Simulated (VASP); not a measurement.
Here is a VASP 6.6.1 calculation.

Contents of INCAR:

```
SYSTEM = Cl
  PREC = Accurate
  ENCUT = 400
  EDIFF = 1E-6
  ISMEAR = -1
  SIGMA = 0.02
  LREAL = .FALSE.
  LASPH = .TRUE.
  NELM = 120
  ALGO = Normal
  ISIF = 2
  LWAVE = .FALSE.
  LCHARG = .FALSE.
  GGA = PE
  IVDW = 12
  NBANDS = 70
  GGA_COMPAT = .FALSE.
```

Contents of KPOINTS:

```
Automatic mesh
0
G
  1 1 1
  0 0 0
```

Contents of POSCAR:

```
Cl
1.0
    7.2127380000      0.0000000000      0.0000000000
    0.0000000000      7.6024970000      0.0000000000
    0.0000000000      0.0000000000      8.1695080000
Cl
16
Direct
    0.3426438060     -0.0676488264      0.3949075024
    0.3566190814      0.2032358579      0.4046265699
    0.8671602934      0.8240713545      0.9207286412
    0.8395286228      0.7127921261      0.6997728627
    0.0244151389      0.5376917610      0.3985062503
   -0.0223632135      0.6539298865      0.1548440861
   -0.0186475649      0.1739296970      0.7214999973
   -0.0300579336      0.3493457479      0.9121724344
    0.3678908065      0.5635911464      0.7490536762
    0.4050888858      0.5754425158      1.0057398805
   -0.0966068641     -0.0227030672      0.4277368968
   -0.0823404372      0.1245248765      0.2282144775
    0.6307868108      0.1667083854      0.7727270724
    0.3560229139      0.1596317631      0.8211143192
    0.3717866918      0.5505428019      0.3926797060
    0.6743070385      0.5422165902      0.4050917142
```

Potentials or basis: VASP PAW PBE potentials, release 64 (Cl).

Run with:

```sh
$ cat potpaw_PBE.64/Cl/POTCAR > POTCAR
$ mpirun -np 1 vasp_gam > vasp.out
```

Question: Predict the largest force.

Answer: 0.931 eV/Å.

Question: Predict the dispersion energy per atom.

Answer: -0.157 eV.

Stress tensor (GPa, compression positive):
```
 0.99  0.29 -0.46
 0.29  0.59 -0.20
-0.46 -0.20 -1.73
```

Caveat: the k points lie up to 0.87 Å⁻¹ apart; the atoms stand as in a frame of molecular dynamics.
